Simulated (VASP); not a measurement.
# ZnS (Cm) in VASP: a series of runs, part 2 of 2

VASP 6.6.1.

## 3. Single point, PBE (the part above a cut slid along it)

Input file INCAR:

```
SYSTEM = ZnS
ALGO = Normal ; EDIFF = 1E-6
ENCUT = 520 ; GGA = PE
ISIF = 2 ; ISMEAR = 0
LASPH = .TRUE. ; LCHARG = .FALSE.
LREAL = .FALSE. ; LWAVE = .FALSE.
NBANDS = 66 ; NELM = 100
PREC = Accurate ; SIGMA = 0.05
```

Input file KPOINTS:

```
k-points
0
G
  8 8 2
  0 0 0
```

Input file POSCAR:

```
ZnS
1.0
   -3.8462043731      0.0000000000      0.0000000000
   -1.9231021865     -3.3309106952      0.0000000000
   -7.2118255097     -4.1637493995     18.8985751533
Zn S
6 6
Direct
   -0.7064367628     -0.7064367628      0.7706488596
    0.2519132372      0.2519132372      0.2706488596
   -0.1648877622     -0.1648877622      0.6040807676
    0.7934622378      0.7934622378      0.1040807676
   -0.5816705786     -0.5816705786      0.9374981296
    0.3766794214      0.3766794214      0.4374981296
    0.0956668182      0.0956668182      0.3956426616
    0.1373168182      0.1373168182      0.8956426616
    0.1787983578      0.1787983578      0.0624796476
    0.2204483578      0.2204483578      0.5624796476
   -0.3208396289     -0.3208396289      0.7288389341
    0.6375103711      0.6375103711      0.2288389341
```

Potentials or basis: VASP PAW PBE potentials, release 64 (Zn, S).

Command:

```
$ cat potpaw_PBE.64/Zn/POTCAR potpaw_PBE.64/S/POTCAR > POTCAR
$ mpirun -np 1 vasp_std > vasp.out
```

OUTCAR:

```text
SYSTEM = ZnS
   EDIFF = 1E-6
   ENCUT = 520
   GGA = PE
   ISIF = 2
   ISMEAR = 0
   LASPH = .TRUE.
   LREAL = .FALSE.
   NELM = 100
   PREC = Accurate

 ion  position               nearest neighbor table
   1  0.294  0.294  0.771-  11 2.36  11 2.36  11 2.36   8 2.36
   2  0.252  0.252  0.271-  12 2.36  12 2.36  12 2.36   7 2.36
   3  0.835  0.835  0.604-  10 2.36  10 2.36  10 2.36  11 2.36
   4  0.793  0.793  0.104-   9 2.36   9 2.36   9 2.36  12 2.36
   5  0.418  0.418  0.937-   8 2.36   8 2.36   8 2.36   9 2.43
   6  0.377  0.377  0.437-   7 2.36   7 2.36   7 2.36  10 2.36
   7  0.096  0.096  0.396-   6 2.36   6 2.36   6 2.36   2 2.36
   8  0.137  0.137  0.896-   5 2.36   5 2.36   5 2.36   1 2.36
   9  0.179  0.179  0.062-   4 2.36   4 2.36   4 2.36   5 2.43
  10  0.220  0.220  0.562-   3 2.36   3 2.36   3 2.36   6 2.36
  11  0.679  0.679  0.729-   1 2.36   1 2.36   1 2.36   3 2.36
  12  0.638  0.638  0.229-   2 2.36   2 2.36   2 2.36   4 2.36

  LATTYP: Found a base centered monoclinic cell.
 ALAT       =     6.6618213904
 B/A-ratio  =     0.5773502692
 C/A-ratio  =     2.8478454381
 COS(beta)  =    -0.0877973678

  Lattice vectors:

 A1 = (   3.8462043731,   0.0000000000,   0.0000000000)
 A2 = (   1.9231021865,   3.3309106952,   0.0000000000)
 A3 = (  -1.4425189501,  -0.8328387043,  18.8985751533)

Analysis of symmetry for initial positions (statically):
=====================================================================
 Subroutine PRICEL returns:
 Original cell was already a primitive cell.

 Routine SETGRP: Setting up the symmetry group for a
 base centered monoclinic supercell.

 Subroutine GETGRP returns: Found  2 space group operations
 (whereof  2 operations were pure point group operations)
 out of a pool of  4 trial point group operations.

The static configuration has the point symmetry C_1h.

Analysis of symmetry for dynamics (positions and initial velocities):
=====================================================================
 Subroutine PRICEL returns:
 Original cell was already a primitive cell.

 Routine SETGRP: Setting up the symmetry group for a
 base centered monoclinic supercell.

 Subroutine GETGRP returns: Found  2 space group operations
 (whereof  2 operations were pure point group operations)
 out of a pool of  4 trial point group operations.

The dynamic configuration has the point symmetry C_1h.

 Subroutine INISYM returns: Found  2 space group operations
 (whereof  2 operations are pure point group operations),
 and found     1 'primitive' translations

----------------------------------------------------------------------------------------

                                     Primitive cell

  volume of cell :     242.1165

  direct lattice vectors                    reciprocal lattice vectors
    -3.846204373  0.000000000  0.000000000    -0.259996584  0.150109098 -0.066144316
    -1.923102186 -3.330910695  0.000000000     0.000000000 -0.300218196 -0.066144316
    -7.211825510 -4.163749400 18.898575153     0.000000000  0.000000000  0.052914042

  length of vectors
     3.846204373  3.846204373 20.651958238     0.307418340  0.307418340  0.052914042
[... 84 lines left out ...]
   number of dos      NEDOS =    301   number of ions     NIONS =     12
   total plane-waves  NPLWV = 144000
   dimension x,y,z NGX =    30 NGY =   30 NGZ =  160
   dimension x,y,z NGXF=    60 NGYF=   60 NGZF=  320
   ions per type =               6   6
   NGX,Y,Z   is equivalent  to a cutoff of  12.97, 12.97, 12.88 a.u.
   NGXF,Y,Z  is equivalent  to a cutoff of  25.93, 25.93, 25.76 a.u.
 SYSTEM =  ZnS
   PREC   = accura    normal or accurate (medium, high low for compatibility)
   ISTART =      0    job   : 0-new  1-cont  2-samecut
   ICHARG =      2    charge: 1-file 2-atom 10-const
   ISPIN  =      1    spin polarized calculation?
   LNONCOLLINEAR =      F non collinear calculations
   LSORBIT =      F    spin-orbit coupling
   LASPH  =      T    aspherical Exc in radial PAW
   ENCUT  =  520.0 eV  38.22 Ry    6.18 a.u.   7.15  7.15 38.40*2*pi/ulx,y,z
   NELM   =    100;   NELMIN=  2; NELMDL= -5     # of ELM steps
   EDIFF  = 0.1E-05   stopping-criterion for ELM
   LREAL  =      F    real-space projection
   EDIFFG = 0.1E-04   stopping-criterion for IOM
   NSW    =      0    number of steps for IOM
   IBRION =     -1    ionic relax: 0-MD 1-quasi-New 2-CG
   NFREE  =      0    steps in history (QN), initial steepest desc. (CG)
   ISIF   =      2    stress and relaxation
   ISYM   =      2    0-nonsym 1-usesym 2-fastsym
   POTIM  = 0.5000    time-step for ionic-motion
   TEBEG  =    0.0;   TEEND  =   0.0 temperature during run
   PSTRESS=    0.0 pullay stress
   NELECT =     108.0000    total number of electrons
   NUPDOWN=      -1.0000    fix difference up-down
   EMIN   =  10.00;   EMAX   =-10.00  energy-range for DOS
   EFERMI =   0.00;   METHOD = LEGACY
   ISMEAR =     0;   SIGMA  =   0.05  broadening in eV -4-tet -1-fermi 0-gaus
   EFERMI_NEDOS =   21; number of points for ismear=-14 and -15
   IALGO  =     38    algorithm
   IMIX   =      4    mixing-type and parameters
     AMIX     =   0.40;   BMIX     =  1.00
     AMIX_MAG =   1.60;   BMIX_MAG =  1.00
  volume/ion in A,a.u.               =      20.18       136.16
  Fermi-wavevector in a.u.,A,eV,Ry     =   1.250858  2.363779 21.288291  1.564645
  Thomas-Fermi vector in A             =   2.384832
   LORBIT       =      0    0 simple, 1 ext, 2 COOP (PROOUT), +10 PAW based schemes
   GGA     = PE    functional components
   LHFCALC =     F    Hartree Fock is set to
   AEXX    =    0.0000 exact exchange contribution
   IVDW    =     0    specifies the selected vdW correction
   LEPSILON=     F    determine dielectric tensor
   LRPA    =     F    only Hartree local field effects (RPA)
 non-spin polarized calculation
 Gauss-broadening in eV      SIGMA  =   0.05
  energy-cutoff  :      520.00
  volume of cell :      242.12
 maximum number of plane-waves:      6556
 NGX is ok and might be reduce to    30
   NGX = 15   NGY = 15   NGZ = 77

 number of electron     107.9999997 magnetization

 Free energy of the ion-electron system (eV)
  ---------------------------------------------------
  ext. energy  EPLUGINS =         0.00000000
  ---------------------------------------------------
  free energy    TOTEN  =       -40.98997505 eV

  energy without entropy =      -40.98997505  energy(sigma->0) =      -40.98997505

 E-fermi :   2.2261     XC(G=0):  -9.5254

 val. band max:        1.9665113363   @ k =   0.0000   0.0000   0.0000
 cond. band min:       3.9383351197   @ k =   0.0000   0.0000   0.0000
 fundamental gap:      1.9718237834
 Fermi energy:         2.2261064314

 k-point     1 :       0.0000    0.0000    0.0000
  band No.  band energies     occupation
      1     -11.0926      2.00000
      2     -10.9026      2.00000
      3     -10.8693      2.00000
      4     -10.4654      2.00000
      5     -10.4242      2.00000
      6     -10.1826      2.00000
[... 1645 lines left out ...]
     65       8.4342      0.00000
     66       8.6117      0.00000

 [... further k-points ...]

------------------------ aborting loop because EDIFF is reached ----------------------------------------

  FORCE on cell =-STRESS in cart. coord.  units (eV):
  Direction    XX          YY          ZZ          XY          YZ          ZX
  --------------------------------------------------------------------------------------
  -------------------------------------------------------------------------------------
  Total        0.2859087      0.0101278      0.0468119      0.2388333     -0.6191868     -1.0724636
  in kB        1.8919672      0.0670196      0.3097724      1.5804510     -4.0973950     -7.0969007
  external PRESSURE =       0.7562531 kB  Pullay stress =       0.0000000 kB

 VOLUME and BASIS-vectors are now :
 -----------------------------------------------------------------------------
  energy-cutoff  :      520.00
  volume of cell :      242.12
      direct lattice vectors                 reciprocal lattice vectors
    -3.846204373  0.000000000  0.000000000    -0.259996584  0.150109098 -0.066144316
    -1.923102186 -3.330910695  0.000000000     0.000000000 -0.300218196 -0.066144316
    -7.211825510 -4.163749400 18.898575153     0.000000000  0.000000000  0.052914042

 POSITION                                       TOTAL-FORCE (eV/Angst)
 -----------------------------------------------------------------------------------
     -7.25144     -4.18662     14.56417         0.026983      0.015579     -0.016422
     -3.40524     -1.96601      5.11488         0.007489      0.004324     -0.015769
     -9.17454     -5.29693     11.41627         0.000069      0.000040     -0.015185
     -5.32834     -3.07632      1.96698         0.069349      0.040039      0.027319
     -9.17454     -5.29693     17.71738         0.148181      0.085552      0.159752
     -5.32834     -3.07632      8.26809         0.000376      0.000217     -0.013677
     -3.40524     -1.96601      7.47708        -0.002410     -0.001392      0.015447
     -7.25144     -4.18662     16.92637         0.155680      0.089882      0.003817
     -1.48213     -0.85571      1.18078        -0.376458     -0.217348     -0.191453
     -5.32834     -3.07632     10.63006         0.000826      0.000477      0.013225
     -9.17454     -5.29693     13.77402         0.004856      0.002804      0.012059
     -5.32834     -3.07632      4.32473        -0.034940     -0.020173      0.020888
 -----------------------------------------------------------------------------------
    total drift:                               -0.002438     -0.001408     -0.001885

  FREE ENERGIE OF THE ION-ELECTRON SYSTEM (eV)
  ---------------------------------------------------
  free  energy   TOTEN  =       -40.9899750487 eV

  energy  without entropy=      -40.9899750487  energy(sigma->0) =      -40.98997505
```

Wall time 8.4 min (1 thread of Intel Xeon 6975P-C (Granite Rapids), shared host); peak memory 0.65 GiB.

What came out:

* Free energy: -40.9900 eV
* Pressure: 0.1 GPa
* Largest force: 0.475 eV/Å
* Band gap on the k mesh: 1.97 eV

Forces on the atoms (eV/Å):
```
Zn   0.027  0.016 -0.016
Zn   0.007  0.004 -0.016
Zn   0.000  0.000 -0.015
Zn   0.069  0.040  0.027
Zn   0.148  0.086  0.160
Zn   0.000  0.000 -0.014
S   -0.002 -0.001  0.015
S    0.156  0.090  0.004
S   -0.376 -0.217 -0.191
S    0.001  0.000  0.013
S    0.005  0.003  0.012
S   -0.035 -0.020  0.021
```

Stress tensor (GPa, compression positive):
```
 0.19  0.16 -0.71
 0.16  0.01 -0.41
-0.71 -0.41  0.03
```

Caveat: the cell differs from its parent crystal (the part above a cut slid along it). A k mesh can miss the band edges.
